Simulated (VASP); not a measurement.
Runs of VASP 6.6.1 on CdF2. The structure is that of space group Fmmm (No. 69), or close to it. The cells are those of the table. 

```tsv
cell	gap on the mesh (eV)	pressure (GPa)
a = 4.041, b = 3.906, c = 3.525 Å, angles 65.7, 61.7, 52.6°, 3 atoms	1.70	2.1
a = 3.774, b = 3.605, c = 4.096 Å, angles 58.3, 54.3, 67.4°, 3 atoms	1.39	3.2
a = 4.007, b = 3.940, c = 3.522 Å, angles 64.7, 62.7, 52.6°, 3 atoms	1.89	(c)
a = 3.863, b = 3.826, c = 3.736 Å, angles 61.4, 60.4, 58.1°, 3 atoms	(b)	0.9
a = 3.832, b = 3.715, c = 3.880 Å, angles 60.6, 57.6, 61.9°, 3 atoms	2.77	0.9
a = 3.812, b = 3.734, c = 3.879 Å, angles 60.1, 58.1, 61.9°, 3 atoms	(a)	0.9
```

Alike in all rows: task single point; level PBEsol; potentials or basis VASP PAW PBE potentials, release 64 (Cd, F); no spin polarisation; k mesh 8 × 8 × 8; cutoff (eV) 520; smearing gaussian 0.05 eV.

Task: Estimate the missing entries.

Result: (a) 2.79; (b) 2.82; (c) 1.8.

Caveats: the PAW data sets were made with another functional, which shifts forces and pressure a little; the cell stands under pressure (at least some runs).

A k mesh can miss the band edges, and the runs leave out spin-orbit coupling on Cd.
